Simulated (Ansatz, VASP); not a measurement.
## FeSi: VASP beside Ansatz

Contents of INCAR:

```
SYSTEM = FeSi
PREC = Accurate ; ENCUT = 520
EDIFF = 1E-7 ; ISMEAR = 0
SIGMA = 0.05 ; LREAL = .FALSE.
LASPH = .TRUE. ; NELM = 100
ALGO = Normal ; ISIF = 2
LWAVE = .FALSE. ; LCHARG = .FALSE.
GGA = PE ; IBRION = 2
NSW = 60 ; EDIFFG = -0.01
```

File KPOINTS:

```
regular mesh
0
G
  8 8 8
  0 0 0
```

File POSCAR:

```
FeSi
1.0
    4.5507000000      0.0000000000      0.0000000000
    0.0000000000      4.5507000000      0.0000000000
    0.0000000000      0.0000000000      4.5507000000
Fe Si
4 4
Direct
    0.1360013816      0.1360013816      0.1360013816
    0.3639986184      0.8639986184      0.6360013816
    0.6360013816      0.3639986184      0.8639986184
    0.8639986184      0.6360013816      0.3639986184
    0.8407293041      0.8407293041      0.8407293041
    0.6592706959      0.1592706959      0.3407293041
    0.3407293041      0.6592706959      0.1592706959
    0.1592706959      0.3407293041      0.6592706959
```

Input for Ansatz:

```yaml
crystal:
  lattice:
    - [4.5507, 0.0, 0.0]
    - [0.0, 4.5507, 0.0]
    - [0.0, 0.0, 4.5507]
  atoms:
    - { symbol: Fe, position: [0.1360013816, 0.1360013816, 0.1360013816] }
    - { symbol: Fe, position: [0.3639986184, 0.8639986184, 0.6360013816] }
    - { symbol: Fe, position: [0.6360013816, 0.3639986184, 0.8639986184] }
    - { symbol: Fe, position: [0.8639986184, 0.6360013816, 0.3639986184] }
    - { symbol: Si, position: [0.8407293041, 0.8407293041, 0.8407293041] }
    - { symbol: Si, position: [0.6592706959, 0.1592706959, 0.3407293041] }
    - { symbol: Si, position: [0.3407293041, 0.6592706959, 0.1592706959] }
    - { symbol: Si, position: [0.1592706959, 0.3407293041, 0.6592706959] }
basis:
  ecutwfc: 420
  ecutrho_ratio: 4
kpoints:
  mp_grid: { grid: [8, 8, 8] }
hamiltonian:
  xc: pbe
  pseudopotentials: { kind: paw, frozen_core: stored }
scf:
  occupations: { method: gaussian, width: 0.05 }
output:
  forces: true
  stress: true
  eigenvalues: true
  populations: true
  efg: { contact_densities: true, quadrupole_moments_barn: { Fe: 0.16 } }
relax:
  f_tol: 0.01
  max_steps: 40
```

Alike in both runs: task relaxation of the atoms; functional PBE; k mesh 8 × 8 × 8; occupations gaussian, width 0.05 eV; no spin polarisation.

|  | VASP | Ansatz |
| --- | --- | --- |
| version | VASP 6.6.1 | Ansatz 0.2.0 |
| potentials or method | VASP PAW PBE potentials, release 64 (Fe, Si), cutoff 520 eV | scalar-relativistic, plane waves, PAW |
| valence electrons in the cell | 48 | 80 |

VASP gave:

```
gap on the k mesh at the Fermi level, each at its own relaxed structure (eV) : 0.16
```

Problem. Estimate Ansatz's values.

Solution. gap on the k mesh at the Fermi level, each at its own relaxed structure (eV): 0.17.

VASP's potentials hold 48 valence electrons a cell and Ansatz's 80, so a difference there can come from the potentials and not from the codes. Ansatz's warnings: stress scf threshold loose.
